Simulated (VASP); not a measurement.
Wanted: the native input for a VASP 6.6.1 run.

| Item | Value |
| --- | --- |
| Task | single point |
| Functional | PBEsol |
| Potentials or basis | VASP PAW PBE potentials, release 64 (Pb_d) |
| Cutoff | 520 eV |
| k mesh | 9 × 9 × 9 |
| Occupations | fermi-dirac, width 0.05 eV |
| Spin | no spin polarisation |
| Dipole correction | no |
| Further INCAR settings | ALGO = Normal; EDIFF = 1e-06; NBANDS = 13 |

The structure of Pb lies in POSCAR:

```
Pb
1.0
    0.0000000000      2.5075897876      2.5075897876
    2.5075897876      0.0000000000      2.5075897876
    2.5075897876      2.5075897876      0.0000000000
Pb
1
Direct
    0.0000000000      0.0000000000      0.0000000000
```

This cell differs from its parent crystal: volume scaled by 1.04.

One way to write it, as run:

INCAR

```
SYSTEM = Pb
PREC = Accurate
ENCUT = 520
EDIFF = 1E-6
ISMEAR = -1
SIGMA = 0.05
LREAL = .FALSE.
LASPH = .TRUE.
NELM = 80
ALGO = Normal
ISIF = 2
LWAVE = .FALSE.
LCHARG = .TRUE.
GGA = PS
LELF = .TRUE.
LVHAR = .TRUE.
NBANDS = 13
```

KPOINTS

```
Automatic mesh
0
G
  9 9 9
  0 0 0
```

Potentials or basis: VASP PAW PBE potentials, release 64 (Pb_d).

Command:

```sh
$ cat potpaw_PBE.64/Pb_d/POTCAR > POTCAR
$ mpirun -np 1 vasp_std > vasp.out
```

Results of the run:

```
Pressure               : -2.3 GPa
Band gap on the k mesh : zero (band 7 reaches 13.77 eV, above the bottom of band 8 at 5.20 eV)
```

Caveat: the PAW data sets were made with another functional, which shifts forces and pressure a little; spin-orbit coupling is left out, which moves the levels of the heavy elements.

Run time: 5.2 s on 1 thread of Intel(R) Xeon(R) 6975P-C (Granite Rapids) (shared host), peak memory 0.15 GiB.
